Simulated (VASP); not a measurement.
# AsPb (P4/mmm) in VASP: further runs

The runs below take AsPb through relaxation of cell and atoms, single point, with PBE.

Everything below comes from runs of VASP 6.6.1. Logs are shortened: lines on timing, memory, paths and dates and some standing lists are left out, and cuts for length are marked.

### Step 1. The cell of the first run

The structure is tetragonal, space group P4/mmm (No. 123). The conventional cell has a = 3.593 Å, b = 3.593 Å, c = 4.193 Å, α = 90.00°, β = 90.00°, γ = 90.00°. Within 4.3 Å of As (site symmetry 4/mmm) lie 8 Pb at 3.29 Å and 6 As at 3.59 to 4.19 Å. Within 4.3 Å of Pb (site symmetry 4/mmm) lie 8 As at 3.29 Å and 6 Pb at 3.59 to 4.19 Å.

### Step 2. Relaxation of cell and atoms, PBE

Input file INCAR:

```
SYSTEM = AsPb
PREC = Accurate
ENCUT = 600
EDIFF = 1E-7
ISMEAR = 0
SIGMA = 0.1
LREAL = .FALSE.
LASPH = .TRUE.
NELM = 100
ALGO = Normal
ISIF = 3
LWAVE = .FALSE.
LCHARG = .FALSE.
GGA = PE
IBRION = 2
NSW = 100
EDIFFG = -0.01
```

Input file KPOINTS:

```
Automatic mesh
0
G
  16 16 14
  0 0 0
```

Input file POSCAR:

```
AsPb
1.0
    3.5931535100      0.0000000000      0.0000000000
    0.0000000000      3.5931535100      0.0000000000
    0.0000000000      0.0000000000      4.1930416800
As Pb
1 1
Direct
    0.5000000000      0.5000000000      0.5000000000
    0.0000000000      0.0000000000      0.0000000000
```

Potentials or basis: VASP PAW PBE potentials, release 64 (As, Pb_d).

The run is started by

```
$ cat potpaw_PBE.64/As/POTCAR potpaw_PBE.64/Pb_d/POTCAR > POTCAR
$ mpirun -np 1 vasp_std > vasp.out
```

OUTCAR:

```text
SYSTEM = AsPb
   PREC = Accurate
   ENCUT = 600
   EDIFF = 1E-7
   ISMEAR = 0
   LREAL = .FALSE.
   LASPH = .TRUE.
   NELM = 100
   ISIF = 3
   GGA = PE
   IBRION = 2
   NSW = 100
   EDIFFG = -0.01

 ion  position               nearest neighbor table
   1  0.500  0.500  0.500-   2 3.29   2 3.29   2 3.29   2 3.29   2 3.29   2 3.29   2 3.29   2 3.29

   2  0.000  0.000  0.000-   1 3.29   1 3.29   1 3.29   1 3.29   1 3.29   1 3.29   1 3.29   1 3.29

  LATTYP: Found a simple tetragonal cell.
 ALAT       =     3.5931535100
 C/A-ratio  =     1.1669531147

  Lattice vectors:

 A1 = (   3.5931535100,   0.0000000000,   0.0000000000)
 A2 = (   0.0000000000,   3.5931535100,   0.0000000000)
 A3 = (   0.0000000000,   0.0000000000,   4.1930416800)

Analysis of symmetry for initial positions (statically):
=====================================================================
 Subroutine PRICEL returns:
 Original cell was already a primitive cell.

 Routine SETGRP: Setting up the symmetry group for a
 simple tetragonal supercell.

 Subroutine GETGRP returns: Found 16 space group operations
 (whereof 16 operations were pure point group operations)
 out of a pool of 16 trial point group operations.

The static configuration has the point symmetry D_4h.

Analysis of symmetry for dynamics (positions and initial velocities):
=====================================================================
 Subroutine PRICEL returns:
 Original cell was already a primitive cell.

 Routine SETGRP: Setting up the symmetry group for a
 simple tetragonal supercell.

 Subroutine GETGRP returns: Found 16 space group operations
 (whereof 16 operations were pure point group operations)
 out of a pool of 16 trial point group operations.

The dynamic configuration has the point symmetry D_4h.

 Subroutine INISYM returns: Found 16 space group operations
 (whereof 16 operations are pure point group operations),
 and found     1 'primitive' translations

----------------------------------------------------------------------------------------

                                     Primitive cell

  volume of cell :      54.1353

  direct lattice vectors                    reciprocal lattice vectors
     3.593153510  0.000000000  0.000000000     0.278307063  0.000000000  0.000000000
     0.000000000  3.593153510  0.000000000     0.000000000  0.278307063  0.000000000
     0.000000000  0.000000000  4.193041680     0.000000000  0.000000000  0.238490355

  length of vectors
     3.593153510  3.593153510  4.193041680     0.278307063  0.278307063  0.238490355

  position of ions in fractional coordinates (direct lattice)
     0.500000000  0.500000000  0.500000000
     0.000000000  0.000000000  0.000000000

  ion indices of the primitive-cell ions
   primitive index   ion index
                 1           1
                 2           2

----------------------------------------------------------------------------------------

 KPOINTS: Automatic mesh

Automatic generation of k-mesh.
 Grid dimensions read from file:
 generate k-points for:   16   16   14

 Generating k-lattice:

  Cartesian coordinates                     Fractional coordinates (reciprocal lattice)
     0.017394191  0.000000000  0.000000000     0.062500000  0.000000000  0.000000000
     0.000000000  0.017394191  0.000000000     0.000000000  0.062500000  0.000000000
     0.000000000  0.000000000  0.017035025     0.000000000  0.000000000  0.071428571

  Length of vectors
     0.017394191  0.017394191  0.017035025

  Shift w.r.t. Gamma in fractional coordinates (k-lattice)
     0.000000000  0.000000000  0.000000000

 Subroutine IBZKPT returns following result:
 ===========================================

 Found    360 irreducible k-points:

 Following reciprocal coordinates:
            Coordinates               Weight
  0.000000  0.000000  0.000000      1.000000
  0.062500  0.000000  0.000000      4.000000
  0.125000  0.000000  0.000000      4.000000
  0.187500  0.000000  0.000000      4.000000
  0.250000  0.000000  0.000000      4.000000
  0.312500  0.000000  0.000000      4.000000
[... 16 lines left out ...]
  0.437500  0.125000  0.000000      8.000000
  0.500000  0.125000  0.000000      4.000000
 [... further k-points ...]
   k-points           NKPTS =    360   k-points in BZ     NKDIM =    360   number of bands    NBANDS=     13
   number of dos      NEDOS =    301   number of ions     NIONS =      2
   total plane-waves  NPLWV =  32400
   dimension x,y,z NGX =    30 NGY =   30 NGZ =   36
   dimension x,y,z NGXF=    60 NGYF=   60 NGZF=   72
   ions per type =               1   1
   NGX,Y,Z   is equivalent  to a cutoff of  13.88, 13.88, 14.27 a.u.
   NGXF,Y,Z  is equivalent  to a cutoff of  27.76, 27.76, 28.55 a.u.
 SYSTEM =  AsPb
   PREC   = accura    normal or accurate (medium, high low for compatibility)
   ISTART =      0    job   : 0-new  1-cont  2-samecut
   ICHARG =      2    charge: 1-file 2-atom 10-const
   ISPIN  =      1    spin polarized calculation?
   LNONCOLLINEAR =      F non collinear calculations
   LSORBIT =      F    spin-orbit coupling
   LASPH  =      T    aspherical Exc in radial PAW
   ENCUT  =  600.0 eV  44.10 Ry    6.64 a.u.   7.18  7.18  8.37*2*pi/ulx,y,z
   NELM   =    100;   NELMIN=  2; NELMDL= -5     # of ELM steps
   EDIFF  = 0.1E-06   stopping-criterion for ELM
   LREAL  =      F    real-space projection
   EDIFFG = -.1E-01   stopping-criterion for IOM
   NSW    =    100    number of steps for IOM
   IBRION =      2    ionic relax: 0-MD 1-quasi-New 2-CG
   NFREE  =      1    steps in history (QN), initial steepest desc. (CG)
   ISIF   =      3    stress and relaxation
   ISYM   =      2    0-nonsym 1-usesym 2-fastsym
   POTIM  = 0.5000    time-step for ionic-motion
   TEBEG  =    0.0;   TEEND  =   0.0 temperature during run
   PSTRESS=    0.0 pullay stress
   NELECT =      19.0000    total number of electrons
   NUPDOWN=      -1.0000    fix difference up-down
   EMIN   =  10.00;   EMAX   =-10.00  energy-range for DOS
   EFERMI =   0.00;   METHOD = LEGACY
   ISMEAR =     0;   SIGMA  =   0.10  broadening in eV -4-tet -1-fermi 0-gaus
   EFERMI_NEDOS =   21; number of points for ismear=-14 and -15
   IALGO  =     38    algorithm
   IMIX   =      4    mixing-type and parameters
     AMIX     =   0.40;   BMIX     =  1.00
     AMIX_MAG =   1.60;   BMIX_MAG =  1.00
  volume/ion in A,a.u.               =      27.07       182.66
  Fermi-wavevector in a.u.,A,eV,Ry     =   1.154780  2.182217 18.143587  1.333516
  Thomas-Fermi vector in A             =   2.291413
   LORBIT       =      0    0 simple, 1 ext, 2 COOP (PROOUT), +10 PAW based schemes
   GGA     = PE    functional components
   LHFCALC =     F    Hartree Fock is set to
   AEXX    =    0.0000 exact exchange contribution
   IVDW    =     0    specifies the selected vdW correction
   LEPSILON=     F    determine dielectric tensor
   LRPA    =     F    only Hartree local field effects (RPA)
 conjugate gradient relaxation of ions
 non-spin polarized calculation
 Gauss-broadening in eV      SIGMA  =   0.10
  energy-cutoff  :      600.00
  volume of cell :       54.14
 maximum number of plane-waves:      1860
 NGX is ok and might be reduce to    30
   NGX = 15   NGY = 15   NGZ = 17

--------------------------------------- Ionic step        1  -------------------------------------------

 number of electron      19.0000002 magnetization

 Free energy of the ion-electron system (eV)
  ---------------------------------------------------
  ext. energy  EPLUGINS =         0.00000000
  ---------------------------------------------------
  free energy    TOTEN  =        -7.81699585 eV

  energy without entropy =       -7.81063901  energy(sigma->0) =       -7.81381743

 E-fermi :   5.7473     XC(G=0):  -9.9892

 val. band max:        5.7459878710   @ k =   0.3750   0.3750   0.0000
 cond. band min:       5.7554112883   @ k =   0.2500   0.1250   0.4286
 fundamental gap:      0.0094234173
 Fermi energy:         5.7472928069

 k-point     1 :       0.0000    0.0000    0.0000
  band No.  band energies     occupation
      1     -11.3378      2.00000
      2     -11.2426      2.00000
      3     -11.1222      2.00000
      4     -11.1222      2.00000
      5     -11.1065      2.00000
      6      -6.6473      2.00000
      7      -0.7686      2.00000
      8       3.2858      2.00000
      9       5.4866      1.99977
     10       5.4866      1.99977
     11      10.2113      0.00000
     12      11.1030      0.00000
     13      11.8926      0.00000
[... 354 lines left out ...]
  band No.  band energies     occupation
      1     -11.2418      2.00000
      2     -11.1976      2.00000
      3     -11.1869      2.00000
      4     -11.1257      2.00000
      5     -11.1054      2.00000
      6      -4.5856      2.00000
      7      -2.9894      2.00000
      8       4.7203      2.00000
      9       4.9658      2.00000
     10       5.5491      1.99494
     11       7.1647      0.00000
     12       7.6735      0.00000
     13       9.3393      0.00000

 [... further k-points ...]
[... 5 lines left out ...]
  --------------------------------------------------------------------------------------
  -------------------------------------------------------------------------------------
  Total       -0.6700272     -0.6700272     -0.8841485      0.0000000     -0.0000000      0.0000000
  in kB      -19.8299821    -19.8299821    -26.1670680      0.0000000     -0.0000000      0.0000000
  external PRESSURE =     -21.9423441 kB  Pullay stress =       0.0000000 kB
[... 89 lines left out ...]
  FREE ENERGIE OF THE ION-ELECTRON SYSTEM (eV)
  ---------------------------------------------------
  free  energy   TOTEN  =        -7.8350736370 eV

  energy  without entropy=       -7.8288087889  energy(sigma->0) =       -7.83194121

[... ionic steps 4 to 19 ...]

--------------------------------------- Ionic step       20  -------------------------------------------

 number of electron      19.0000001 magnetization

------------------------ aborting loop because EDIFF is reached ----------------------------------------
[... 67 lines left out ...]
--------------------------------------- Ionic step       22  -------------------------------------------

 number of electron      19.0000005 magnetization

 Free energy of the ion-electron system (eV)
  ---------------------------------------------------
  ext. energy  EPLUGINS =         0.00000000
  ---------------------------------------------------
  free energy    TOTEN  =        -7.86986515 eV

  energy without entropy =       -7.86300609  energy(sigma->0) =       -7.86643562

 E-fermi :   6.1109     XC(G=0): -10.1528

 val. band max:        6.1059053705   @ k =   0.1875   0.1875   0.0714
 cond. band min:       6.1132457370   @ k =   0.1250   0.1250   0.5000
 fundamental gap:      0.0073403665
 Fermi energy:         6.1108797363

 k-point     1 :       0.0000    0.0000    0.0000
  band No.  band energies     occupation
      1     -11.0799      2.00000
      2     -10.8354      2.00000
      3     -10.7557      2.00000
      4     -10.6924      2.00000
      5     -10.6924      2.00000
      6      -6.5368      2.00000
      7      -0.4871      2.00000
      8       4.0214      2.00000
      9       4.0214      2.00000
     10       7.4743      0.00000
     11       9.9628      0.00000
     12      11.9774      0.00000
     13      11.9774      0.00000
[... 354 lines left out ...]
  band No.  band energies     occupation
      1     -11.0629      2.00000
      2     -10.8001      2.00000
      3     -10.7679      2.00000
      4     -10.7120      2.00000
      5     -10.6934      2.00000
      6      -4.8494      2.00000
      7      -3.5296      2.00000
      8       4.2994      2.00000
      9       4.9454      2.00000
     10       8.2544      0.00000
     11       8.5289      0.00000
     12       9.2468      0.00000
     13      12.2254      0.00000

 [... further k-points ...]
[... 5 lines left out ...]
  --------------------------------------------------------------------------------------
  -------------------------------------------------------------------------------------
  Total       -0.0027786     -0.0027786     -0.0151787      0.0000000     -0.0000000     -0.0000000
  in kB       -0.0854319     -0.0854319     -0.4666983      0.0000000     -0.0000000     -0.0000000
  external PRESSURE =      -0.2125207 kB  Pullay stress =       0.0000000 kB
[... 17 lines left out ...]
  FREE ENERGIE OF THE ION-ELECTRON SYSTEM (eV)
  ---------------------------------------------------
  free  energy   TOTEN  =        -7.8698651498 eV

  energy  without entropy=       -7.8630060917  energy(sigma->0) =       -7.86643562

 reached required accuracy - stopping structural energy minimisation
```

It took 51 min on 1 thread of Intel Xeon Platinum 8259CL at 2.50GHz (Skylake/Cascade Lake), shared host; peak memory 0.51 GiB.

Results:

```
Free energy                            : -7.8699 eV
Relaxed volume                         : 26.05 Å³/atom
Relaxed cell                           : a = 3.996 Å, b = 3.996 Å, c = 3.263 Å, α = 90.00°, β = 90.00°, γ = 90.00°
Space group after relaxing (to 0.05 Å) : P4/mmm (No. 123)
Energy gained by relaxing              : 26.4 meV/atom
Ionic steps                            : 22
Pressure after relaxing                : 0.0 GPa
```

The path:
```
step  energy change (eV)  largest force (eV/Å)  pressure (GPa)  volume (Å³)
   1              0.0000                0.0000           -2.19        54.14
   2             -0.0176                0.0000            0.43        51.28
   3             -0.0181                0.0000            0.06        51.65
   4             -0.0190                0.0000            0.06        51.64
   5             -0.0214                0.0000            0.06        51.60
   6             -0.0244                0.0000            0.05        51.48
   7             -0.0291                0.0000            0.19        51.12
   8             -0.0313                0.0000            2.15        49.79
   9              1.3885                0.0000           24.51        44.53
  10             -0.0317                0.0000            2.26        49.72
  11             -0.0245                0.0000            3.35        49.18
  12             -0.0307                0.0000            2.75        49.46
  13             -0.0309                0.0000            2.75        49.47
  14             -0.0316                0.0000            2.74        49.50
  15             -0.0327                0.0000            2.72        49.56
  16             -0.0334                0.0000            2.74        49.68
  17             -0.0345                0.0000            2.65        49.75
  18             -0.0377                0.0000            2.38        49.96
  19             -0.0432                0.0000            1.87        50.37
  20             -0.0504                0.0000            0.92        51.20
  21             -0.0509                0.0000           -0.77        52.90
  22             -0.0529                0.0000           -0.02        52.11
```

Final structure:
```
As Pb
1.0
     3.99637    0.00000    0.00000
     0.00000    3.99637    0.00000
     0.00000    0.00000    3.26271
As Pb
1 1
Direct
  0.50000 0.50000 0.50000
  0.00000 0.00000 0.00000
```

Caveat: the bands computed are all filled at some k points, so no gap is given; spin-orbit coupling is left out, which moves the levels of the heavy elements.

### Step 3. Single point, PBE

Input file INCAR:

```
SYSTEM = AsPb
PREC = Accurate
ENCUT = 520
EDIFF = 1E-6
ISMEAR = 0
SIGMA = 0.1
LREAL = .FALSE.
LASPH = .TRUE.
NELM = 100
ALGO = Normal
ISIF = 2
LWAVE = .FALSE.
LCHARG = .TRUE.
GGA = PE
LELF = .TRUE.
LVHAR = .TRUE.
NBANDS = 16
```

Input file KPOINTS:

```
regular mesh
0
G
  6 6 4
  0 0 0
```

POSCAR is that of step 2.

Potentials or basis: VASP PAW PBE potentials, release 64 (As, Pb_d).

The run is started by

```
$ cat potpaw_PBE.64/As/POTCAR potpaw_PBE.64/Pb_d/POTCAR > POTCAR
$ mpirun -np 1 vasp_std > vasp.out
```

Run time: 20 s. Hardware: 1 thread of Intel Xeon Platinum 8259CL at 2.50GHz (Skylake/Cascade Lake), shared host; peak memory 0.18 GiB.

Results (log left out):

| Property | Result |
| --- | --- |
| Free energy | -7.8484 eV |
| Pressure | -2.5 GPa |

Stress tensor (GPa, compression positive):
```
-2.57  0.00  0.00
 0.00 -2.57  0.00
 0.00  0.00 -2.24
```

Levels at points of the mesh, in eV from the Fermi level:
```csv
k point,band 5,band 6,band 7,band 8,band 9,band 10,band 11,band 12,band 13,band 14
"(0.00, 0.00, 0.00)",-16.83,-12.36,-6.49,-2.43,-0.23,-0.23,4.49,5.39,6.17,6.62
"(0.50, 0.00, 0.00)",-16.83,-10.43,-8.87,-0.40,-0.32,-0.24,1.35,1.76,4.42,6.41
"(0.50, 0.50, 0.00)",-16.75,-9.32,-7.03,-4.07,-4.07,0.33,3.16,3.16,3.75,5.94
"(0.00, 0.00, 0.50)",-16.83,-10.94,-9.69,0.95,0.97,0.97,1.35,3.65,3.65,6.27
"(0.50, 0.00, 0.50)",-16.80,-9.77,-7.88,-4.45,-4.43,1.49,4.64,5.51,5.53,7.41
"(0.50, 0.50, 0.50)",-16.75,-9.17,-6.45,-2.16,-2.16,-1.45,-1.18,-1.18,-0.28,12.02
```

Caveat: the k points lie up to 0.37 Å⁻¹ apart; spin-orbit coupling is left out, which moves the levels of the heavy elements.
